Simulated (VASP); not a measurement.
# NaCl (Fm-3m) in VASP: single point with PBE

Aim: the single point of NaCl with PBE.

All numbers are computed with VASP 6.6.1; they aren't measurements. Logs are shortened: lines on timing, memory, paths and dates and some standing lists are left out, and cuts for length are marked.

**1. The cell of the first run**

It takes space group Fm-3m (No. 225, cubic). Conventional cell: a = 5.692 Å, b = 5.692 Å, c = 5.692 Å, α = 90.00°, β = 90.00°, γ = 90.00°. Na (site symmetry m-3m) has 6 Cl at 2.85 Å within 3.8 Å. Within 3.8 Å of Cl (site symmetry m-3m) lie 6 Na at 2.85 Å.

**2. Single point, PBE**

Input file INCAR:

```
SYSTEM = NaCl
ALGO     = Normal         ! electronic algorithm
EDIFF    = 1E-6           ! SCF threshold, eV
ENCUT    = 520            ! plane-wave cutoff, eV
GGA      = PE             ! functional
ISIF     = 2              ! what is computed and relaxed
ISMEAR   = 0              ! smearing method
LASPH    = .True.         ! aspherical terms in the spheres
LCHARG   = .True.         ! write CHGCAR
LELF     = .True.         ! ELF
LREAL    = Auto         
LVHAR    = .True.       
LWAVE    = .False.        ! write WAVECAR
NBANDS   = 134            ! bands
NELM     = 100            ! most SCF steps
PREC     = Accurate       ! precision mode
SIGMA    = 0.01           ! smearing width, eV
```

Input file KPOINTS:

```
Automatic mesh
0
Gamma
  2 2 2
  0.5 0.5 0.5
```

Input file POSCAR:

```
NaCl
1.0
   -5.6923953894      5.6923953894     -5.6923953894
   -5.6923953894     -5.6923953894      5.6923953894
    5.6923953894      5.6923953894      5.6923953894
Na Cl
16 16
Direct
    0.2500000000      0.2500000000      0.5000000000
    0.0000000000      0.5000000000      0.5000000000
    0.0000000000      0.2500000000      0.7500000000
    0.7500000000      0.7500000000      0.5000000000
    0.7500000000      0.5000000000      0.7500000000
    0.7500000000      0.2500000000      0.0000000000
    0.5000000000      0.0000000000      0.5000000000
    0.5000000000      0.7500000000      0.7500000000
    0.5000000000      0.5000000000      0.0000000000
    0.5000000000      0.2500000000      0.2500000000
    0.2500000000      0.0000000000      0.7500000000
    0.2500000000      0.7500000000      0.0000000000
    0.2500000000      0.5000000000      0.2500000000
    0.0000000000      0.0000000000      0.0000000000
    0.0000000000      0.7500000000      0.2500000000
    0.7500000000      0.0000000000      0.2500000000
    0.0000000000      0.0000000000      0.5000000000
    0.7500000000      0.2500000000      0.5000000000
    0.7500000000      0.0000000000      0.7500000000
    0.5000000000      0.5000000000      0.5000000000
    0.5000000000      0.2500000000      0.7500000000
    0.5000000000      0.0000000000      0.0000000000
    0.2500000000      0.7500000000      0.5000000000
    0.2500000000      0.5000000000      0.7500000000
    0.2500000000      0.2500000000      0.0000000000
    0.2500000000      0.0000000000      0.2500000000
    0.0000000000      0.7500000000      0.7500000000
    0.0000000000      0.5000000000      0.0000000000
    0.0000000000      0.2500000000      0.2500000000
    0.7500000000      0.7500000000      0.0000000000
    0.7500000000      0.5000000000      0.2500000000
    0.5000000000      0.7500000000      0.2500000000
```

Potentials or basis: VASP PAW PBE potentials, release 64 (Na_pv, Cl).

Started as:

```
$ cat potpaw_PBE.64/Na_pv/POTCAR potpaw_PBE.64/Cl/POTCAR > POTCAR
$ mpirun -np 1 vasp_std > vasp.out
```

OUTCAR:

```text
SYSTEM = NaCl
   EDIFF = 1E-6
   ENCUT = 520
   GGA = PE
   ISIF = 2
   ISMEAR = 0
   LASPH = .True.
   LREAL = Auto
   NELM = 100
   PREC = Accurate

 ion  position               nearest neighbor table
   1  0.250  0.250  0.500-
   2  0.000  0.500  0.500-
   3  0.000  0.250  0.750-
   4  0.750  0.750  0.500-
   5  0.750  0.500  0.750-
   6  0.750  0.250  0.000-
[... 24 lines left out ...]
  31  0.750  0.500  0.250-
  32  0.500  0.750  0.250-

  LATTYP: Found a body centered cubic cell.
 ALAT       =    11.3847907788

  Lattice vectors:

 A1 = (  -5.6923953894,   5.6923953894,  -5.6923953894)
 A2 = (  -5.6923953894,  -5.6923953894,   5.6923953894)
 A3 = (   5.6923953894,   5.6923953894,   5.6923953894)

Analysis of symmetry for initial positions (statically):
=====================================================================
 Subroutine PRICEL returns following result:

  LATTYP: Found a face centered cubic cell.
 ALAT       =     5.6923953894

  Lattice vectors:

 A1 = (   0.0000000000,  -2.8461976947,   2.8461976947)
 A2 = (   2.8461976947,  -2.8461976947,   0.0000000000)
 A3 = (   2.8461976947,  -0.0000000000,   2.8461976947)

  16 primitive cells build up your supercell.

 Routine SETGRP: Setting up the symmetry group for a
 body centered cubic supercell.

 Subroutine GETGRP returns: Found 48 space group operations
 (whereof 48 operations were pure point group operations)
 out of a pool of 48 trial point group operations.

The static configuration has the point symmetry O_h .

Analysis of symmetry for dynamics (positions and initial velocities):
=====================================================================
 Subroutine PRICEL returns following result:

  LATTYP: Found a face centered cubic cell.
 ALAT       =     5.6923953894

  Lattice vectors:

 A1 = (   0.0000000000,  -2.8461976947,   2.8461976947)
 A2 = (   2.8461976947,  -2.8461976947,   0.0000000000)
 A3 = (   2.8461976947,  -0.0000000000,   2.8461976947)

  16 primitive cells build up your supercell.

 Routine SETGRP: Setting up the symmetry group for a
 body centered cubic supercell.

 Subroutine GETGRP returns: Found 48 space group operations
 (whereof 48 operations were pure point group operations)
 out of a pool of 48 trial point group operations.

[... 85 lines left out ...]
   POTIM  = 0.5000    time-step for ionic-motion
   TEBEG  =    0.0;   TEEND  =   0.0 temperature during run
   PSTRESS=    0.0 pullay stress
   NELECT =     224.0000    total number of electrons
   NUPDOWN=      -1.0000    fix difference up-down
   EMIN   =  10.00;   EMAX   =-10.00  energy-range for DOS
   EFERMI =   0.00;   METHOD = LEGACY
   ISMEAR =     0;   SIGMA  =   0.01  broadening in eV -4-tet -1-fermi 0-gaus
   EFERMI_NEDOS =   21; number of points for ismear=-14 and -15
   IALGO  =     38    algorithm
   IMIX   =      4    mixing-type and parameters
     AMIX     =   0.40;   BMIX     =  1.00
     AMIX_MAG =   1.60;   BMIX_MAG =  1.00
  volume/ion in A,a.u.               =      23.06       155.59
  Fermi-wavevector in a.u.,A,eV,Ry     =   1.100295  2.079256 16.471879  1.210649
  Thomas-Fermi vector in A             =   2.236704
   LORBIT       =      0    0 simple, 1 ext, 2 COOP (PROOUT), +10 PAW based schemes
   GGA     = PE    functional components
   LHFCALC =     F    Hartree Fock is set to
   AEXX    =    0.0000 exact exchange contribution
   IVDW    =     0    specifies the selected vdW correction
   LEPSILON=     F    determine dielectric tensor
   LRPA    =     F    only Hartree local field effects (RPA)
 non-spin polarized calculation
 Gauss-broadening in eV      SIGMA  =   0.01
  energy-cutoff  :      520.00
  volume of cell :      737.81
 maximum number of plane-waves:     19857
 NGX is ok and might be reduce to    80
   NGX = 37   NGY = 37   NGZ = 37

 number of electron     224.0000117 magnetization

 Free energy of the ion-electron system (eV)
  ---------------------------------------------------
  ext. energy  EPLUGINS =         0.00000000
  ---------------------------------------------------
  free energy    TOTEN  =      -108.45344037 eV

  energy without entropy =     -108.45344037  energy(sigma->0) =     -108.45344037

 E-fermi :  -0.8804     XC(G=0):  -8.0481

 val. band max:       -0.9813103019   @ k =  -0.2500   0.2500   0.2500
 cond. band min:       4.7552996200   @ k =  -0.2500   0.2500   0.2500
 fundamental gap:      5.7366099219
 Fermi energy:        -0.8803978098

 k-point     1 :       0.2500    0.2500    0.2500
  band No.  band energies     occupation
      1     -21.7807      2.00000
      2     -21.7807      2.00000
      3     -21.7807      2.00000
      4     -21.7807      2.00000
      5     -21.7807      2.00000
      6     -21.7807      2.00000
[... 116 lines left out ...]
    123       7.2059      0.00000
    124       7.2059      0.00000

 k-point     2 :      -0.2500    0.2500    0.2500
  band No.  band energies     occupation
      1     -21.7843      2.00000
      2     -21.7843      2.00000
      3     -21.7843      2.00000
      4     -21.7843      2.00000
      5     -21.7784      2.00000
      6     -21.7784      2.00000
[... 116 lines left out ...]
    123       7.0690      0.00000
    124       7.0690      0.00000
 [bands above 124 left out]

------------------------ aborting loop because EDIFF is reached ----------------------------------------

  FORCE on cell =-STRESS in cart. coord.  units (eV):
  Direction    XX          YY          ZZ          XY          YZ          ZX
  --------------------------------------------------------------------------------------
  -------------------------------------------------------------------------------------
  Total        0.0226017      0.0226017      0.0226017     -0.0000000      0.0000000      0.0000000
  in kB        0.0490803      0.0490803      0.0490803     -0.0000000      0.0000000      0.0000000
  external PRESSURE =       0.0490803 kB  Pullay stress =       0.0000000 kB

 VOLUME and BASIS-vectors are now :
 -----------------------------------------------------------------------------
  energy-cutoff  :      520.00
  volume of cell :      737.81
      direct lattice vectors                 reciprocal lattice vectors
    -5.692395389  5.692395389 -5.692395389    -0.087836485  0.087836485  0.000000000
    -5.692395389 -5.692395389  5.692395389    -0.087836485  0.000000000  0.087836485
     5.692395389  5.692395389  5.692395389     0.000000000  0.087836485  0.087836485

 POSITION                                       TOTAL-FORCE (eV/Angst)
 -----------------------------------------------------------------------------------
      0.00000      2.84620      2.84620        -0.000000      0.000000     -0.000000
      0.00000      0.00000      5.69240         0.000000      0.000000     -0.000000
      2.84620      2.84620      5.69240        -0.000000      0.000000      0.000000
     -5.69240      2.84620      2.84620         0.000000     -0.000000      0.000000
     -2.84620      5.69240      2.84620         0.000000     -0.000000     -0.000000
     -5.69240      2.84620     -2.84620         0.000000      0.000000     -0.000000
[... 24 lines left out ...]
     -5.69240      2.84620     -0.00000         0.000000     -0.000000      0.000000
     -5.69240     -0.00000      2.84620         0.000000     -0.000000     -0.000000
 -----------------------------------------------------------------------------------
    total drift:                                0.000000      0.000000     -0.000000

  FREE ENERGIE OF THE ION-ELECTRON SYSTEM (eV)
  ---------------------------------------------------
  free  energy   TOTEN  =      -108.4534403681 eV

  energy  without entropy=     -108.4534403681  energy(sigma->0) =     -108.45344037
```

OSZICAR:

```text
N       E                     dE             d eps       ncg     rms          rms(c)
DAV:   1     0.271079664809E+04    0.27108E+04   -0.10301E+05   552   0.173E+03
DAV:   2     0.344312009000E+03   -0.23665E+04   -0.22779E+04   584   0.463E+02
DAV:   3    -0.823468221361E+02   -0.42666E+03   -0.42148E+03   630   0.203E+02
DAV:   4    -0.110553229901E+03   -0.28206E+02   -0.28038E+02   616   0.491E+01
DAV:   5    -0.111653240426E+03   -0.11000E+01   -0.10982E+01   664   0.103E+01    0.862E+00
DAV:   6    -0.108576130888E+03    0.30771E+01   -0.63761E+00   632   0.547E+00    0.648E+00
DAV:   7    -0.108351860988E+03    0.22427E+00   -0.17954E+00   728   0.279E+00    0.435E+00
DAV:   8    -0.108454726996E+03   -0.10287E+00   -0.18909E-01   592   0.141E+00    0.104E+00
DAV:   9    -0.108449288045E+03    0.54390E-02   -0.12925E-02   752   0.355E-01    0.351E-01
DAV:  10    -0.108453551521E+03   -0.42635E-02   -0.10218E-02   584   0.247E-01    0.825E-02
DAV:  11    -0.108453443749E+03    0.10777E-03   -0.42426E-04   616   0.620E-02    0.434E-02
DAV:  12    -0.108453432653E+03    0.11096E-04   -0.92380E-05   616   0.220E-02    0.239E-02
DAV:  13    -0.108453441731E+03   -0.90784E-05   -0.24794E-05   512   0.118E-02    0.629E-03
DAV:  14    -0.108453440336E+03    0.13952E-05   -0.48243E-07   376   0.298E-03    0.150E-03
DAV:  15    -0.108453440368E+03   -0.32218E-07   -0.63615E-08   376   0.145E-03
   1 F= -.10845344E+03 E0= -.10845344E+03  d E =-.503347E-46
```

stdout:

```text
POSCAR found type information on POSCAR NaCl
 POSCAR found :  2 types and      32 ions
 scaLAPACK will be used
 LDA part: xc-table for (Slater+PW92), standard interpolation
 POSCAR, INCAR and KPOINTS ok, starting setup
 FFT: planning ... GRIDC
 FFT: planning ... GRID_SOFT
 FFT: planning ... GRID
 WAVECAR not read
 entering main loop
```

It took 5.1 min on 1 thread of Intel Xeon Platinum 8488C (Sapphire Rapids), shared host; peak memory 0.94 GiB.

Results:

- Free energy: -108.4534 eV
- Pressure: 0.0 GPa
- Band gap on the k mesh: 5.74 eV

Levels at points of the mesh, in eV from the valence-band top:
```
           k point  band 109  band 110  band 111  band 112  band 113  band 114  band 115  band 116
(0.25, 0.25, 0.25)     -0.04     -0.04     -0.04     -0.04      6.55      6.55      6.55      6.55
```

Caveat: a shifted mesh leaves out Γ, where band edges can lie. A k mesh can miss the band edges.
